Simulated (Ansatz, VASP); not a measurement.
Pb in VASP and in Ansatz

```
Pb
1.0
     0.00000    3.50645    3.50645
     3.50645    0.00000    3.50645
     3.50645    3.50645    0.00000
Pb
2
Direct
  0.00000 0.00000 0.00000
  0.25000 0.25000 0.25000
```

Change from the starting cell: volume scaled by 1.06, crystal datasets.

Alike in both runs: task electric field gradients; functional LDA; k mesh 8 × 8 × 8; occupations fermi-dirac, width 0.05 eV; no spin polarisation.

```csv
,VASP,Ansatz
version,VASP 6.6.1,Ansatz 0.2.0
potentials or method,"VASP PAW LDA potentials, release 64 (Pb_d), cutoff 520 eV","all-electron PAW with datasets made for the crystal, scalar-relativistic"
```

|  | VASP | Ansatz | Ansatz less VASP |
| --- | --- | --- | --- |
| pressure (GPa) | -2.3 | -2.3 | -0.01 |

LDA's correlation is that of Perdew and Zunger in VASP and of Perdew and Wang (1992) in Ansatz. Ansatz ran all-electron here, and VASP with PAW potentials.

Spin-orbit coupling is off throughout.
